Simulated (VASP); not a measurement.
**NiO: single point with PBE+U**

The system is NiO.

```
CELL_PARAMETERS angstrom
-2.09417 -2.09417 4.19171
-4.19171 -2.09417 2.09417
-2.09417 -4.19171 2.09417
ATOMIC_POSITIONS crystal
Ni 0.00000 0.00000 0.00000
Ni 0.50000 0.50000 0.50000
O 0.25000 0.25000 0.25000
O 0.75000 0.75000 0.75000
```

```
Program             : VASP 6.6.1
Task                : single point
Functional          : PBE
Potentials or basis : VASP PAW PBE potentials, release 64 (Ni, O)
Cutoff              : 600 eV
k mesh              : 10 × 10 × 10
Occupations         : gaussian, width 0.05 eV
Spin                : collinear spin, antiferromagnetic start
Starting moments    : [1.84, -1.84, 0.0, 0.0] μB
Hubbard terms       : Ni d U = 6.2 eV
```

- Pressure: -1.6 GPa
- Band gap on the k mesh: 3.33 eV
- Net moment: 0.00 μB per cell
- Site moments: Ni +1.75, -1.75; O +0.00 μB
- Valence electrons inside the program's atomic spheres: Ni 8.98; O 5.02

Levels at points of the mesh, in eV from the valence-band top:
Spin up:
```tsv
k point	band 12	band 13	band 14	band 15	band 16	band 17	band 18	band 19	band 20	band 21
(0.00, 0.00, 0.00)	-0.77	-0.77	-0.76	-0.74	-0.74	3.33	4.33	4.33	7.31	11.76
(0.50, 0.00, 0.00)	-2.22	-1.85	-1.72	-1.22	-0.60	4.26	4.27	9.07	9.36	11.23
(0.50, 0.50, 0.00)	-2.13	-2.12	-1.96	-0.66	-0.53	4.50	4.66	7.32	7.82	11.74
(0.50, 0.50, 0.50)	-1.91	-1.36	-1.36	0.00	0.00	4.18	4.18	6.03	6.16	13.25
```
Spin down:
```csv
k point,band 13,band 14,band 15,band 16,band 17,band 18,band 19,band 20
"(0.00, 0.00, 0.00)",-0.77,-0.76,-0.74,-0.74,3.33,4.33,4.33,7.31
"(0.50, 0.00, 0.00)",-1.85,-1.72,-1.22,-0.60,4.26,4.27,9.07,9.36
"(0.50, 0.50, 0.00)",-2.12,-1.96,-0.66,-0.53,4.50,4.66,7.32,7.82
"(0.50, 0.50, 0.50)",-1.36,-1.36,0.00,0.00,4.18,4.18,6.03,6.16
```

Eigenvalues of the final occupation matrices:
```tsv
site	spin	trace	eigenvalues
site 1 d	1	5.01	0.98 0.98 0.98 1.03 1.03
site 1 d	2	3.25	0.15 0.15 0.98 0.98 0.98
site 2 d	1	3.25	0.15 0.15 0.98 0.98 0.98
site 2 d	2	5.01	0.98 0.98 0.98 1.03 1.03
```

It took 21 min on 1 thread of Intel Xeon 8259CL, on a shared host, peak memory 0.46 GiB.

A k mesh can miss the band edges. The state reached can hang on the start; a lower one may exist.
